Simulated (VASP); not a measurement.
NaF:

```
Na F
1.0
     3.86806    0.00000    0.00000
    -1.93403    3.34984    0.00000
     0.00000    0.00000    4.55138
Na F
2 2
Direct
  0.33333 0.66667 0.93750
  0.66667 0.33333 0.43750
  0.33333 0.66667 0.43750
  0.66667 0.33333 0.93750
```

Program: VASP 6.6.1. Alike in all runs: task single point; no spin polarisation; cell as given; k mesh 6 × 6 × 4; smearing gaussian 0.01 eV.

**Question.** Order these runs on this cell by their band gap on the k mesh, lowest first.
A. level r2SCAN; potentials or basis VASP PAW PBE potentials, release 64 (Na_pv, F); cutoff (eV) 660
B. level LDA; potentials or basis VASP PAW LDA potentials, release 64 (Na_pv, F); cutoff (eV) 600
C. level PBE; potentials or basis VASP PAW PBE potentials, release 64 (Na_pv, F); cutoff (eV) 600

**Answer.** B (5.37 eV), C (5.68 eV), A (6.35 eV).
